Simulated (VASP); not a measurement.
## W: single point with PBEsol

The system is W.

```
CELL_PARAMETERS angstrom
0.00000 1.97925 2.03000
2.03000 0.00000 2.03000
2.03000 1.97925 0.00000
ATOMIC_POSITIONS crystal
W 0.00000 0.00000 0.00000
```

This cell differs from its parent crystal: strain -0.0250 x Voigt [0, 1, 0, 0, 0, 0].

| Quantity | Value |
| --- | --- |
| Program | VASP 6.6.1 |
| Task | single point |
| Functional | PBEsol |
| Potentials or basis | VASP PAW PBE potentials, release 64 (W_sv) |
| Cutoff | 520 eV |
| k mesh | 20 × 20 × 20 |
| Occupations | gaussian, width 0.15 eV |
| Spin | no spin polarisation |

```
Pressure               : -5.4 GPa
Band gap on the k mesh : zero (band 7 reaches 13.84 eV, above the bottom of band 8 at 9.89 eV)
```

Stress tensor (GPa, compression positive):
```
 -2.48   0.00   0.00
  0.00 -11.30   0.00
  0.00   0.00  -2.48
```

Levels at points of the mesh, in eV from the Fermi level:
```
           k point  band 4  band 5  band 6  band 7  band 8  band 9  band 10  band 11
(0.00, 0.00, 0.00)  -37.24   -9.05   -0.69   -0.69   -0.36    2.31     2.79    12.83
(0.50, 0.00, 0.00)  -37.39   -5.66   -1.01   -0.62    0.65    4.95     5.19    10.36
(0.50, 0.50, 0.00)  -37.64   -5.57   -4.54    2.91    5.02    5.61     6.00    11.71
(0.50, 0.00, 0.50)  -37.72   -5.54   -4.62    3.42    5.00    5.83     5.83    11.51
```

Wall time 3.3 min on 1 thread of AMD EPYC 7R13, on a shared host, peak memory 0.22 GiB.

Caveat: the cell differs from its parent crystal (strain -0.0250 x Voigt [0, 1, 0, 0, 0, 0]); the PAW data sets were made with another functional, which shifts forces and pressure a little; spin-orbit coupling is left out, which moves the levels of the heavy elements.
